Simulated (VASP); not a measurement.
# Rh (P6_3/mmc) in VASP: notebook

Rh is run at these levels: PBEsol; tasks: single point.

Program: VASP 6.6.1. These are calculated values, not measurements. Logs are shortened: lines on timing, memory, paths and dates and some standing lists are left out, and cuts for length are marked.

## 1. The cell of the first run

Symmetry: P6_3/mmc, No. 194, hexagonal system. The conventional cell has a = 2.716 Å, b = 2.716 Å, c = 4.399 Å, α = 90.00°, β = 90.00°, γ = 120.00°. Rh (site symmetry -6m2) has 12 Rh at 2.70 to 2.72 Å within 3.6 Å.

## 2. Single point, PBEsol

Contents of INCAR:

```
  ALGO = Normal
  EDIFF = 1E-7
  ENCUT = 520
  GGA = PS
  ISIF = 2
  ISMEAR = -1
  LASPH = True
  LCHARG = False
  LREAL = False
  LWAVE = False
  NBANDS = 22
  NELM = 60
  PREC = Accurate
  SIGMA = 0.05
```

Contents of KPOINTS:

```
k-points
0
Gamma
  13 13 7
```

Contents of POSCAR:

```
Rh
1.0
    2.7157318845      0.0000000000      0.0000000000
   -1.3578659422      2.3518928018      0.0000000000
    0.0000000000      0.0000000000      4.3994856529
Rh
2
Direct
    0.3333333333      0.6666666667      0.2500000000
    0.6666666667      0.3333333333      0.7500000000
```

Potentials or basis: VASP PAW PBE potentials, release 64 (Rh_pv).

The run is started by

```bash
$ cat potpaw_PBE.64/Rh_pv/POTCAR > POTCAR
$ mpirun -np 1 vasp_std > vasp.out
```

OUTCAR:

```text
EDIFF = 1E-7
   ENCUT = 520
   GGA = PS
   ISIF = 2
   ISMEAR = -1
   LASPH = True
   LREAL = False
   NELM = 60
   PREC = Accurate

 ion  position               nearest neighbor table
   1  0.333  0.667  0.250-   2 2.70   2 2.70   2 2.70   2 2.70   2 2.70   2 2.70
   2  0.667  0.333  0.750-   1 2.70   1 2.70   1 2.70   1 2.70   1 2.70   1 2.70

  LATTYP: Found a hexagonal cell.
 ALAT       =     2.7157318845
 C/A-ratio  =     1.6200000000

  Lattice vectors:

 A1 = (   2.7157318845,   0.0000000000,   0.0000000000)
 A2 = (  -1.3578659422,   2.3518928018,   0.0000000000)
 A3 = (   0.0000000000,   0.0000000000,   4.3994856529)

Analysis of symmetry for initial positions (statically):
=====================================================================
 Subroutine PRICEL returns:
 Original cell was already a primitive cell.

 Routine SETGRP: Setting up the symmetry group for a
 hexagonal supercell.

 Subroutine GETGRP returns: Found 24 space group operations
 (whereof 12 operations were pure point group operations)
 out of a pool of 24 trial point group operations.

The static configuration has the point symmetry D_3d.
 The point group associated with its full space group is D_6h.

Analysis of symmetry for dynamics (positions and initial velocities):
=====================================================================
 Subroutine PRICEL returns:
 Original cell was already a primitive cell.

 Routine SETGRP: Setting up the symmetry group for a
 hexagonal supercell.

 Subroutine GETGRP returns: Found 24 space group operations
 (whereof 12 operations were pure point group operations)
 out of a pool of 24 trial point group operations.

The dynamic configuration has the point symmetry D_3d.
 The point group associated with its full space group is D_6h.

 Subroutine INISYM returns: Found 24 space group operations
 (whereof 12 operations are pure point group operations),
 and found     1 'primitive' translations

----------------------------------------------------------------------------------------

                                     Primitive cell

  volume of cell :      28.1000

  direct lattice vectors                    reciprocal lattice vectors
     2.715731884  0.000000000  0.000000000     0.368224863  0.212594724  0.000000000
    -1.357865942  2.351892802  0.000000000     0.000000000  0.425189447  0.000000000
     0.000000000  0.000000000  4.399485653     0.000000000  0.000000000  0.227299298

  length of vectors
     2.715731884  2.715731884  4.399485653     0.425189447  0.425189447  0.227299298

  position of ions in fractional coordinates (direct lattice)
     0.333333333  0.666666667  0.250000000
     0.666666667  0.333333333  0.750000000

  ion indices of the primitive-cell ions
   primitive index   ion index
                 1           1
                 2           2

----------------------------------------------------------------------------------------

 KPOINTS: k-points

Automatic generation of k-mesh.
 Grid dimensions read from file:
 generate k-points for:   13   13    7

 Generating k-lattice:

  Cartesian coordinates                     Fractional coordinates (reciprocal lattice)
     0.028324989  0.016353440  0.000000000     0.076923077  0.000000000  0.000000000
     0.000000000  0.032706881  0.000000000     0.000000000  0.076923077  0.000000000
     0.000000000  0.000000000  0.032471328     0.000000000  0.000000000  0.142857143

  Length of vectors
     0.032706881  0.032706881  0.032471328

  Shift w.r.t. Gamma in fractional coordinates (k-lattice)
     0.000000000  0.000000000  0.000000000

 Subroutine IBZKPT returns following result:
 ===========================================

 Found     84 irreducible k-points:

 Following reciprocal coordinates:
            Coordinates               Weight
  0.000000  0.000000  0.000000      1.000000
  0.076923 -0.000000  0.000000      6.000000
  0.153846 -0.000000  0.000000      6.000000
  0.230769 -0.000000  0.000000      6.000000
  0.307692 -0.000000  0.000000      6.000000
  0.384615  0.000000  0.000000      6.000000
[... 16 lines left out ...]
  0.076923 -0.000000  0.142857     12.000000
  0.153846 -0.000000  0.142857     12.000000
 [... further k-points ...]
   k-points           NKPTS =     84   k-points in BZ     NKDIM =     84   number of bands    NBANDS=     22
   number of dos      NEDOS =    301   number of ions     NIONS =      2
   total plane-waves  NPLWV =  14400
   dimension x,y,z NGX =    20 NGY =   20 NGZ =   36
   dimension x,y,z NGXF=    40 NGYF=   40 NGZF=   72
   ions per type =               2
   NGX,Y,Z   is equivalent  to a cutoff of  12.24, 12.24, 13.60 a.u.
   NGXF,Y,Z  is equivalent  to a cutoff of  24.49, 24.49, 27.21 a.u.
 SYSTEM =  unknown system
   PREC   = accura    normal or accurate (medium, high low for compatibility)
   ISTART =      0    job   : 0-new  1-cont  2-samecut
   ICHARG =      2    charge: 1-file 2-atom 10-const
   ISPIN  =      1    spin polarized calculation?
   LNONCOLLINEAR =      F non collinear calculations
   LSORBIT =      F    spin-orbit coupling
   LASPH  =      T    aspherical Exc in radial PAW
   ENCUT  =  520.0 eV  38.22 Ry    6.18 a.u.   5.05  5.05  8.18*2*pi/ulx,y,z
   NELM   =     60;   NELMIN=  2; NELMDL= -5     # of ELM steps
   EDIFF  = 0.1E-06   stopping-criterion for ELM
   LREAL  =      F    real-space projection
   EDIFFG = 0.1E-05   stopping-criterion for IOM
   NSW    =      0    number of steps for IOM
   IBRION =     -1    ionic relax: 0-MD 1-quasi-New 2-CG
   NFREE  =      0    steps in history (QN), initial steepest desc. (CG)
   ISIF   =      2    stress and relaxation
   ISYM   =      2    0-nonsym 1-usesym 2-fastsym
   POTIM  = 0.5000    time-step for ionic-motion
   TEBEG  =    0.0;   TEEND  =   0.0 temperature during run
   PSTRESS=    0.0 pullay stress
   NELECT =      30.0000    total number of electrons
   NUPDOWN=      -1.0000    fix difference up-down
   EMIN   =  10.00;   EMAX   =-10.00  energy-range for DOS
   EFERMI =   0.00;   METHOD = LEGACY
   ISMEAR =    -1;   SIGMA  =   0.05  broadening in eV -4-tet -1-fermi 0-gaus
   EFERMI_NEDOS =   21; number of points for ismear=-14 and -15
   IALGO  =     38    algorithm
   IMIX   =      4    mixing-type and parameters
     AMIX     =   0.40;   BMIX     =  1.00
     AMIX_MAG =   1.60;   BMIX_MAG =  1.00
  volume/ion in A,a.u.               =      14.05        94.81
  Fermi-wavevector in a.u.,A,eV,Ry     =   1.673195  3.161879 38.090604  2.799580
  Thomas-Fermi vector in A             =   2.758209
   LORBIT       =      0    0 simple, 1 ext, 2 COOP (PROOUT), +10 PAW based schemes
   GGA     = PS    functional components
   LHFCALC =     F    Hartree Fock is set to
   AEXX    =    0.0000 exact exchange contribution
   IVDW    =     0    specifies the selected vdW correction
   LEPSILON=     F    determine dielectric tensor
   LRPA    =     F    only Hartree local field effects (RPA)
 non-spin polarized calculation
  energy-cutoff  :      520.00
  volume of cell :       28.10
 maximum number of plane-waves:       774
   NGX = 11   NGY = 11   NGZ = 17

 number of electron      30.0000009 magnetization

 Free energy of the ion-electron system (eV)
  ---------------------------------------------------
  ext. energy  EPLUGINS =         0.00000000
  ---------------------------------------------------
  free energy    TOTEN  =       -16.17507090 eV

  energy without entropy =      -16.14522701  energy(sigma->0) =      -16.16014895

 E-fermi :  11.4745     XC(G=0): -14.0770

 val. band max:       11.4672146058   @ k =   0.3846   0.0769   0.1429
 cond. band min:      11.4748276835   @ k =   0.3846   0.1538   0.2857
 fundamental gap:      0.0076130777
 Fermi energy:        11.4745279081

 k-point     1 :       0.0000    0.0000    0.0000
  band No.  band energies     occupation
      1     -35.6282      2.00000
      2     -35.0070      2.00000
      3     -35.0070      2.00000
      4     -34.9315      2.00000
      5     -34.9075      2.00000
      6     -34.9075      2.00000
[... 14 lines left out ...]
     21      29.4677      0.00000
     22      30.0911      0.00000

 k-point     2 :       0.0769   -0.0000    0.0000
  band No.  band energies     occupation
      1     -35.6154      2.00000
      2     -35.0361      2.00000
      3     -35.0164      2.00000
      4     -34.9378      2.00000
      5     -34.9367      2.00000
      6     -34.9122      2.00000
[... 14 lines left out ...]
     21      29.7004      0.00000
     22      30.2228      0.00000

 k-point     3 :       0.1538   -0.0000    0.0000
  band No.  band energies     occupation
      1     -35.5786      2.00000
      2     -35.1170      2.00000
      3     -35.0421      2.00000
      4     -35.0207      2.00000
      5     -34.9527      2.00000
      6     -34.9257      2.00000
[... 14 lines left out ...]
     21      29.9324      0.00000
     22      30.1636      0.00000

 k-point     4 :       0.2308   -0.0000    0.0000
  band No.  band energies     occupation
      1     -35.5223      2.00000
      2     -35.2313      2.00000
      3     -35.1350      2.00000
      4     -35.0772      2.00000
      5     -34.9796      2.00000
      6     -34.9456      2.00000
[... 14 lines left out ...]
     21      28.6622      0.00000
     22      29.0619      0.00000

 k-point     5 :       0.3077   -0.0000    0.0000
  band No.  band energies     occupation
      1     -35.4540      2.00000
      2     -35.3528      2.00000
      3     -35.2531      2.00000
      4     -35.1134      2.00000
      5     -35.0165      2.00000
      6     -34.9675      2.00000
[... 14 lines left out ...]
     21      26.8261      0.00000
     22      27.6406      0.00000

 k-point     6 :       0.3846    0.0000    0.0000
  band No.  band energies     occupation
      1     -35.4535      2.00000
      2     -35.3849      2.00000
      3     -35.3488      2.00000
      4     -35.1427      2.00000
      5     -35.0596      2.00000
      6     -34.9861      2.00000
[... 14 lines left out ...]
     21      25.3420      0.00000
     22      26.4953      0.00000

 k-point     7 :       0.4615    0.0000    0.0000
  band No.  band energies     occupation
      1     -35.5103      2.00000
      2     -35.4020      2.00000
      3     -35.3348      2.00000
      4     -35.1591      2.00000
      5     -35.0949      2.00000
      6     -34.9968      2.00000
[... 324 lines left out ...]
      6     -35.1432      2.00000
[... 14 lines left out ...]
     21      24.0174      0.00000
     22      25.8611      0.00000

 k-point    21 :       0.3077    0.3077    0.0000
  band No.  band energies     occupation
      1     -35.4204      2.00000
      2     -35.3329      2.00000
      3     -35.2932      2.00000
      4     -35.2395      2.00000
      5     -35.1904      2.00000
      6     -35.1729      2.00000
[... 14 lines left out ...]
     21      24.7053      0.00000
     22      26.6189      0.00000

 k-point    22 :       0.0000    0.0000    0.1429
  band No.  band energies     occupation
      1     -35.5949      2.00000
      2     -35.0021      2.00000
      3     -35.0021      2.00000
      4     -34.9672      2.00000
      5     -34.9125      2.00000
      6     -34.9125      2.00000
[... 14 lines left out ...]
     21      29.5864      0.00000
     22      30.0417      0.00000

 k-point    23 :       0.0769   -0.0000    0.1429
  band No.  band energies     occupation
      1     -35.5837      2.00000
      2     -35.0306      2.00000
      3     -35.0113      2.00000
      4     -34.9825      2.00000
      5     -34.9316      2.00000
      6     -34.9174      2.00000
[... 14 lines left out ...]
     21      29.7445      0.00000
     22      30.2106      0.00000

 k-point    24 :       0.1538   -0.0000    0.1429
  band No.  band energies     occupation
      1     -35.5519      2.00000
      2     -35.1093      2.00000
      3     -35.0495      2.00000
      4     -35.0364      2.00000
      5     -34.9599      2.00000
      6     -34.9315      2.00000
[... 14 lines left out ...]
     21      29.4689      0.00000
     22      29.9984      0.00000

 [... further k-points ...]
[... 5 lines left out ...]
  --------------------------------------------------------------------------------------
  -------------------------------------------------------------------------------------
  Total       -1.6228444     -1.6228444     -1.8074363     -0.0000000      0.0000000      0.0000000
  in kB      -92.5296968    -92.5296968   -103.0545719     -0.0000000      0.0000000      0.0000000
  external PRESSURE =     -96.0379885 kB  Pullay stress =       0.0000000 kB

 VOLUME and BASIS-vectors are now :
 -----------------------------------------------------------------------------
  energy-cutoff  :      520.00
  volume of cell :       28.10
      direct lattice vectors                 reciprocal lattice vectors
     2.715731884  0.000000000  0.000000000     0.368224863  0.212594724  0.000000000
    -1.357865942  2.351892802  0.000000000     0.000000000  0.425189447  0.000000000
     0.000000000  0.000000000  4.399485653     0.000000000  0.000000000  0.227299298

 POSITION                                       TOTAL-FORCE (eV/Angst)
 -----------------------------------------------------------------------------------
     -0.00000      1.56793      1.09987        -0.000000      0.000000      0.000000
      1.35787      0.78396      3.29961         0.000000      0.000000      0.000000
 -----------------------------------------------------------------------------------
    total drift:                                0.000000     -0.000000      0.000000

  FREE ENERGIE OF THE ION-ELECTRON SYSTEM (eV)
  ---------------------------------------------------
  free  energy   TOTEN  =       -16.1750709036 eV

  energy  without entropy=      -16.1452270059  energy(sigma->0) =      -16.16014895
```

Run time: 38 s. Hardware: 1 thread of Intel Xeon Platinum 8488C (Sapphire Rapids), shared host; peak memory 0.16 GiB.

Results:

```
Free energy            : -16.1751 eV
Pressure               : -9.6 GPa
Band gap on the k mesh : zero (band 15 reaches 12.06 eV, above the bottom of band 16 at 9.78 eV)
```

Caveat: the PAW data sets were made with another functional, which shifts forces and pressure a little.

## 3. Single point, PBEsol

Contents of INCAR:

```
SYSTEM = Rh
PREC = Accurate ; ENCUT = 520
EDIFF = 1E-6 ; ISMEAR = -1
SIGMA = 0.05 ; LREAL = .False.
LASPH = .True. ; NELM = 60
ALGO = Normal ; ISIF = 2
LWAVE = .False. ; LCHARG = .False.
GGA = PS ; NBANDS = 22
```

Contents of KPOINTS:

```
Automatic mesh
0
Gamma
  13 13 7
  0 0 0
```

POSCAR is that of step 2.

Potentials or basis: VASP PAW PBE potentials, release 64 (Rh_pv).

The run is started by

```bash
$ cat potpaw_PBE.64/Rh_pv/POTCAR > POTCAR
$ mpirun -np 1 vasp_std > vasp.out
```

Wall time 37 s (1 thread of Intel Xeon Platinum 8488C (Sapphire Rapids), shared host); peak memory 0.16 GiB.

It converged, with:

| Property | Result |
| --- | --- |
| Free energy | -16.1751 eV |
| Pressure | -9.7 GPa |
| Band gap on the k mesh | zero (band 15 reaches 12.06 eV, above the bottom of band 16 at 9.78 eV) |

Stress tensor (GPa, compression positive):
```
 -9.33   0.00   0.00
  0.00  -9.33   0.00
  0.00   0.00 -10.37
```

Levels at points of the mesh, in eV from the Fermi level:
| k point | band 13 | band 14 | band 15 | band 16 | band 17 | band 18 |
| --- | --- | --- | --- | --- | --- | --- |
| (0.00, 0.00, 0.00) | -2.46 | -1.87 | -1.87 | 0.12 | 0.12 | 0.63 |

Caveat: the PAW data sets were made with another functional, which shifts forces and pressure a little.
